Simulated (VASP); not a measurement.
# SiC (a cell with a defect) in VASP: a series of runs, part 2 of 2

VASP 6.6.1. Earlier steps stand in the parts before.

### Step 3. Single point, PBEsol, collinear spin

The input, INCAR:

```
SYSTEM = SiC
PREC     = Accurate       ! precision mode
ENCUT    = 520            ! plane-wave cutoff, eV
EDIFF    = 1E-7           ! SCF threshold, eV
ISMEAR   = -1             ! smearing method
SIGMA    = 0.05           ! smearing width, eV
LREAL    = Auto         
LASPH    = .TRUE.         ! aspherical terms in the spheres
NELM     = 150            ! most SCF steps
ALGO     = Normal         ! electronic algorithm
ISIF     = 2              ! what is computed and relaxed
LWAVE    = .FALSE.        ! write WAVECAR
LCHARG   = .FALSE.        ! write CHGCAR
ISPIN    = 2              ! spin polarisation
MAGMOM   = 0 0 0 0 0 0 0 0 0 0 0 0 0 0 0.333 0 0 0 0 0 0 0 0.333 0 0 0 0 0 0 0 0.333 0 0 0 0 0 0 0 0 0.333 0 0 0 0 0 0 0 0 0.333 0 0 0 0 0 0 0 0 0 0.333 0 0 0 ! initial moments
LORBIT   = 11             ! projections on sites
GGA      = PS             ! functional
NBANDS   = 165            ! bands
ISYM     = 0
```

The input, KPOINTS:

```
Automatic mesh
0
Gamma
  1 1 1
  0.25 0.25 0.25
```

The input, POSCAR:

```
SiC
1.0
    8.7137060000      0.0000000000      0.0000000000
    0.0000000000      8.7137060000      0.0000000000
    0.0000000000      0.0000000000      8.7137060000
Si C
31 31
Direct
    0.0010360000      0.0002880000      0.0007130000
    0.0002900000      0.9994920000      0.5000780000
    0.0002540000      0.4996030000      0.9999320000
    0.0017110000      0.4996080000      0.5000890000
    0.5003470000      0.9995000000      0.9999410000
    0.5004080000      0.0008460000      0.5001220000
    0.5004270000      0.4995870000      0.0013790000
    0.2506690000      0.2498990000      0.9995630000
    0.2515830000      0.2507900000      0.4994170000
    0.2512100000      0.7503460000      0.0006250000
    0.2523270000      0.7462810000      0.4997200000
    0.7511070000      0.2505050000      0.0004610000
    0.7470800000      0.2516020000      0.4997100000
    0.7510050000      0.7502090000      0.0019090000
    0.7535150000      0.7525480000      0.5019510000
    0.2506460000      0.9990810000      0.2503490000
    0.2512200000      0.0000740000      0.7508630000
    0.2516350000      0.4988970000      0.2512920000
    0.2523090000      0.4992410000      0.7467750000
    0.7511170000      0.0000580000      0.2509360000
    0.7509530000      0.0014640000      0.7506360000
    0.7471640000      0.4992390000      0.2519450000
    0.7532230000      0.5018810000      0.7528890000
    0.9998640000      0.2498780000      0.2503110000
    0.0007960000      0.2505100000      0.7507900000
    0.0009100000      0.7503440000      0.2509080000
    0.0022280000      0.7502120000      0.7507240000
    0.4996790000      0.2508290000      0.2512650000
    0.5000040000      0.2516050000      0.7467740000
    0.5000340000      0.7463020000      0.2520210000
    0.5022440000      0.7525610000      0.7531920000
    0.1258270000      0.1250210000      0.1255170000
    0.1245750000      0.1238040000      0.6245110000
    0.1245820000      0.6240100000      0.1242980000
    0.1254270000      0.6253540000      0.6258470000
    0.6248170000      0.1238040000      0.1242450000
    0.6261270000      0.1246860000      0.6258160000
    0.6261650000      0.6253780000      0.1251450000
    0.3752500000      0.3744320000      0.1243880000
    0.3666650000      0.3659380000      0.6325020000
    0.3765870000      0.8749820000      0.1248690000
    0.3782190000      0.8727590000      0.6244220000
    0.8757750000      0.3757540000      0.1247950000
    0.8735410000      0.3774950000      0.6243760000
    0.8760110000      0.8752320000      0.1260520000
    0.8757620000      0.8749780000      0.6275240000
    0.3752570000      0.1239030000      0.3749590000
    0.3765620000      0.1243910000      0.8754360000
    0.3666200000      0.6320950000      0.3663180000
    0.3781720000      0.6238860000      0.8733350000
    0.8757770000      0.1243710000      0.3762810000
    0.8759530000      0.1255730000      0.8756540000
    0.8736390000      0.6238890000      0.3778630000
    0.8757660000      0.6270690000      0.8754660000
    0.1247070000      0.3744200000      0.3749150000
    0.1251350000      0.3757650000      0.8754490000
    0.1251690000      0.8749850000      0.3762650000
    0.1263760000      0.8752140000      0.8757100000
    0.6329480000      0.3658370000      0.3662300000
    0.6247030000      0.3775070000      0.8731950000
    0.6247050000      0.8727740000      0.3779360000
    0.6278320000      0.8749640000      0.8754410000
```

Potentials or basis: VASP PAW PBE potentials, release 64 (Si, C).

Run with:

```sh
$ cat potpaw_PBE.64/Si/POTCAR potpaw_PBE.64/C/POTCAR > POTCAR
$ mpirun -np 1 vasp_std > vasp.out
```

Wall time 1.6 h (1 thread of Oxide Virtual Turin-like, shared host); peak memory 1.2 GiB.

Results (log left out):

```
Free energy                                           : -485.6393 eV
Pressure                                              : -0.2 GPa
Largest force                                         : 0.143 eV/Å
Band gap on the k mesh                                : zero (filled and empty bands overlap)
Net moment                                            : 0.00 μB per cell
Valence electrons inside the program's atomic spheres : Si 1.68, 1.69, 1.67, 1.64, 1.63 (each value once); C 2.53, 2.52, 2.54, 2.47, 2.51 (each value once)
```

Forces in eV/Å, atoms in the order of the input:
```
Si   0.027  0.030  0.032
Si   0.040  0.044 -0.003
Si   0.045 -0.002  0.043
Si  -0.012  0.030  0.030
Si   0.004  0.043  0.046
Si   0.030 -0.003  0.031
Si   0.030  0.038 -0.010
Si   0.044  0.041  0.026
Si   0.099  0.095 -0.038
Si   0.061 -0.068  0.012
Si   0.109  0.023  0.072
Si  -0.067  0.051  0.022
Si   0.023  0.101  0.070
Si   0.016  0.018  0.042
Si  -0.101 -0.086  0.024
Si   0.055  0.029  0.052
Si   0.058  0.020 -0.074
Si   0.086 -0.037  0.094
Si   0.111  0.067  0.021
Si  -0.064  0.025  0.055
Si   0.017  0.035  0.018
Si   0.015  0.069  0.112
Si  -0.090  0.002 -0.091
Si   0.027  0.042  0.054
Si   0.018  0.051 -0.065
Si   0.013 -0.064  0.059
Si   0.040  0.015  0.010
Si  -0.028  0.082  0.097
Si   0.072  0.107  0.015
Si   0.070  0.019  0.111
Si   0.023 -0.089 -0.097
C   -0.041 -0.035 -0.043
C   -0.029 -0.031  0.111
C   -0.029  0.103 -0.030
C   -0.058 -0.032 -0.040
C    0.105 -0.029 -0.028
C   -0.039 -0.061 -0.035
C   -0.041 -0.039 -0.065
C   -0.055 -0.050 -0.035
C   -0.034 -0.038 -0.021
C   -0.059 -0.043 -0.031
C   -0.032 -0.011  0.035
C   -0.042 -0.054 -0.032
C   -0.015 -0.030  0.041
C   -0.022 -0.028 -0.020
C   -0.032 -0.036  0.014
C   -0.060 -0.033 -0.060
C   -0.055 -0.027 -0.042
C   -0.029 -0.026 -0.033
C   -0.035  0.039 -0.012
C   -0.046 -0.027 -0.061
C   -0.020 -0.014 -0.028
C   -0.014  0.041 -0.037
C   -0.034  0.018 -0.033
C   -0.033 -0.053 -0.054
C   -0.031 -0.051 -0.041
C   -0.032 -0.044 -0.054
C   -0.022 -0.025 -0.018
C   -0.030 -0.032 -0.035
C    0.038 -0.033 -0.010
C    0.040 -0.015 -0.035
C    0.014 -0.033 -0.037
```

Stress tensor (GPa, compression positive):
```
-0.21  0.74  0.73
 0.74 -0.22  0.74
 0.73  0.74 -0.21
```

Levels at points of the mesh, in eV from the Fermi level:
Spin up:
```csv
k point,band 121,band 122,band 123,band 124,band 125,band 126,band 127,band 128
"(0.25, 0.25, 0.25)",-1.29,-1.29,-0.98,0.15,0.15,1.39,1.39,1.62
```
Spin down:
| k point | band 121 | band 122 | band 123 | band 124 | band 125 | band 126 | band 127 | band 128 |
| --- | --- | --- | --- | --- | --- | --- | --- | --- |
| (0.25, 0.25, 0.25) | -1.29 | -1.29 | -0.99 | 0.15 | 0.15 | 1.39 | 1.39 | 1.62 |

Caveat: the k points lie up to 0.36 Å⁻¹ apart; the PAW data sets were made with another functional, which shifts forces and pressure a little.

### Step 4. Single point, PBEsol, collinear spin

The input, INCAR:

```
ALGO = Normal
EDIFF = 1E-6
ENCUT = 520
GGA = PS
ISIF = 2
ISMEAR = -1
ISPIN = 2
ISYM = 0
LASPH = T
LCHARG = F
LORBIT = 11
LREAL = Auto
LWAVE = F
MAGMOM = 0 0 0 0 0 0 0 0 0 0 0 0 0 0 0.5 0 0 0 0 0 0 0 0.5 0 0 0 0 0 0 0 0.5 0 0 0 0 0 0 0 0 0.5 0 0 0 0 0 0 0 0 0.5 0 0 0 0 0 0 0 0 0 0.5 0 0 0
NBANDS = 165
NELECT = 249.0
NELM = 150
PREC = Accurate
SIGMA = 0.05
```

KPOINTS is that of step 3.

The input, POSCAR:

```
SiC
1.0
    8.7137060000      0.0000000000      0.0000000000
    0.0000000000      8.7137060000      0.0000000000
    0.0000000000      0.0000000000      8.7137060000
Si C
31 31
Direct
    0.0010490000      0.0003000000      0.0007340000
    0.0001720000      0.9993020000      0.4996920000
    0.0002080000      0.4995220000      0.9998990000
    0.0020350000      0.4997090000      0.5000550000
    0.4999610000      0.9992730000      0.9998730000
    0.5002880000      0.0011620000      0.4999560000
    0.5003700000      0.4996830000      0.0017220000
    0.2511970000      0.2504860000      0.9998920000
    0.2532430000      0.2524130000      0.5011590000
    0.2512750000      0.7503740000      0.0007890000
    0.2538190000      0.7451870000      0.4967310000
    0.7510640000      0.2504960000      0.0008730000
    0.7464350000      0.2520210000      0.4980080000
    0.7502610000      0.7496180000      0.0018910000
    0.7520820000      0.7519370000      0.5013640000
    0.2509300000      0.9990970000      0.2506130000
    0.2513180000      0.0004050000      0.7506880000
    0.2540230000      0.5021470000      0.2537420000
    0.2535960000      0.4975200000      0.7454190000
    0.7510040000      0.0004340000      0.2510110000
    0.7505320000      0.0011930000      0.7501970000
    0.7457450000      0.4975440000      0.2532230000
    0.7524990000      0.5007380000      0.7522340000
    0.0002700000      0.2504910000      0.2508930000
    0.0011930000      0.2505190000      0.7507330000
    0.0010950000      0.7503750000      0.2509530000
    0.0022420000      0.7495930000      0.7499560000
    0.5013750000      0.2523980000      0.2528490000
    0.4982640000      0.2520160000      0.7461440000
    0.4970990000      0.7452190000      0.2534570000
    0.5017060000      0.7519210000      0.7517450000
    0.1258970000      0.1252880000      0.1255850000
    0.1241300000      0.1234360000      0.6241800000
    0.1241190000      0.6237500000      0.1238100000
    0.1259690000      0.6253330000      0.6254660000
    0.6244910000      0.1234430000      0.1238310000
    0.6261430000      0.1247460000      0.6258340000
    0.6258270000      0.6253560000      0.1256070000
    0.3755330000      0.3750790000      0.1250650000
    0.3678930000      0.3660600000      0.6330650000
    0.3769200000      0.8755500000      0.1242380000
    0.3776280000      0.8732700000      0.6240180000
    0.8760540000      0.3760910000      0.1246490000
    0.8737100000      0.3770440000      0.6241430000
    0.8757180000      0.8751160000      0.1257440000
    0.8751900000      0.8743710000      0.6269910000
    0.3753810000      0.1243720000      0.3751000000
    0.3768790000      0.1240000000      0.8760530000
    0.3686980000      0.6320580000      0.3683210000
    0.3779980000      0.6237540000      0.8731380000
    0.8763510000      0.1240640000      0.3765770000
    0.8758360000      0.1253700000      0.8755020000
    0.8734190000      0.6237510000      0.3776540000
    0.8750910000      0.6265470000      0.8747670000
    0.1254300000      0.3750990000      0.3752850000
    0.1249390000      0.3760970000      0.8757520000
    0.1245250000      0.8755690000      0.3765830000
    0.1260680000      0.8751010000      0.8754210000
    0.6333540000      0.3660430000      0.3675270000
    0.6244610000      0.3770190000      0.8734440000
    0.6243430000      0.8732690000      0.3773160000
    0.6272960000      0.8744080000      0.8748780000
```

Run with:

```sh
$ cat potpaw_PBE.64/Si/POTCAR potpaw_PBE.64/C/POTCAR > POTCAR
$ mpirun -np 1 vasp_std > vasp.out
```

Wall time 40 min (1 thread of Oxide Virtual Turin-like, shared host); peak memory 1.2 GiB.

The run converged. Its results:

* Free energy: -477.0437 eV
* Largest force: 0.411 eV/Å
* Net moment: 0.98 μB per cell
* Site moments: Si -0.00, +0.00 (each value once); C +0.00, +0.01, +0.14, +0.12 (each value once) μB
* Valence electrons inside the program's atomic spheres: Si 1.69, 1.70, 1.68, 1.64 (each value once); C 2.53, 2.52, 2.54, 2.51 (each value once)

Forces in eV/Å, atoms in the order of the input:
```
Si   0.017  0.034  0.018
Si   0.039  0.069  0.027
Si   0.035 -0.080  0.036
Si  -0.062  0.037  0.051
Si   0.038  0.073  0.039
Si   0.052 -0.002  0.056
Si   0.051  0.041 -0.058
Si   0.003  0.034  0.018
Si  -0.004 -0.007 -0.051
Si   0.032 -0.088 -0.039
Si  -0.095  0.206  0.342
Si  -0.071  0.040  0.000
Si   0.107  0.041  0.150
Si   0.033  0.034  0.033
Si  -0.096 -0.116  0.044
Si   0.023  0.071  0.025
Si   0.014  0.006 -0.077
Si  -0.100 -0.257 -0.108
Si   0.004  0.090  0.145
Si  -0.074  0.007  0.014
Si   0.028  0.044  0.031
Si   0.141  0.084  0.012
Si  -0.112  0.029 -0.116
Si   0.012  0.038  0.007
Si  -0.002  0.040 -0.071
Si  -0.040 -0.084  0.030
Si   0.034  0.032  0.028
Si  -0.040 -0.005  0.007
Si   0.163  0.036  0.111
Si   0.341  0.200 -0.090
Si   0.047 -0.114 -0.094
C   -0.029 -0.046 -0.028
C    0.023  0.013  0.085
C    0.066  0.138  0.069
C   -0.017 -0.042 -0.080
C    0.082  0.006  0.018
C   -0.061 -0.044 -0.058
C   -0.092 -0.046 -0.012
C   -0.061 -0.034  0.016
C   -0.007  0.079 -0.144
C   -0.081 -0.118  0.066
C   -0.050 -0.037  0.016
C   -0.057 -0.004  0.010
C    0.013 -0.061  0.042
C   -0.017 -0.031 -0.005
C   -0.012 -0.021  0.021
C   -0.063 -0.015 -0.065
C   -0.048  0.001 -0.069
C    0.013 -0.165  0.016
C   -0.062  0.051  0.013
C   -0.065 -0.008 -0.047
C   -0.024 -0.014 -0.026
C    0.016  0.054 -0.058
C   -0.003  0.040 -0.004
C    0.015 -0.040 -0.066
C    0.011 -0.001 -0.066
C    0.069 -0.121 -0.075
C   -0.006 -0.029 -0.019
C   -0.144  0.079 -0.011
C    0.035 -0.063  0.013
C    0.016 -0.032 -0.054
C    0.021 -0.022 -0.018
```

Levels at points of the mesh, in eV from the Fermi level:
Spin up:
```tsv
k point	band 121	band 122	band 123	band 124	band 125	band 126	band 127	band 128	band 129	band 130
(0.25, 0.25, 0.25)	-1.62	-1.62	-1.34	-0.21	-0.21	1.03	1.04	1.25	1.28	1.28
```
Spin down:
```csv
k point,band 122,band 123,band 124,band 125,band 126,band 127
"(0.25, 0.25, 0.25)",-1.59,-1.11,0.16,0.21,1.03,1.04
```

Caveat: the k points lie up to 0.36 Å⁻¹ apart; the cell carries a net charge on a neutralising background, which shifts energy and pressure; the cell is charged against a uniform background, so pressure and absolute levels hang on convention; the PAW data sets were made with another functional, which shifts forces and pressure a little.
